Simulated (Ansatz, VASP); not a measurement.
**One calculation of BaS, two programs**

```
CELL_PARAMETERS angstrom
0.00000 3.28956 3.19375
3.28956 0.00000 3.19375
3.28956 3.28956 0.00000
ATOMIC_POSITIONS crystal
Ba 0.00000 0.00000 0.00000
S 0.50000 0.50000 0.50000
```

Change from the starting cell: equal xx and yy strain of +3 %.

Alike in both runs: task single point; functional PBE; k mesh 8 × 8 × 8; occupations fermi-dirac, width 0.02 eV; no spin polarisation.

|  | VASP | Ansatz |
| --- | --- | --- |
| version | VASP 6.6.1 | Ansatz 0.2.0 |
| potentials or method | VASP PAW PBE potentials, release 64 (Ba_sv, S), cutoff 520 eV | all-electron LAPW, scalar-relativistic |

```tsv
	VASP	Ansatz	Ansatz less VASP
gap on the k mesh at the Fermi level (eV)	2.13	2.22	+0.092
pressure (GPa)	-1.0	-1.4	-0.48
traceless stress, the component that is largest in VASP (GPa)	1.34	1.20	-0.133
```

Ansatz ran all-electron here, and VASP with PAW potentials.

Spin-orbit coupling is off throughout.
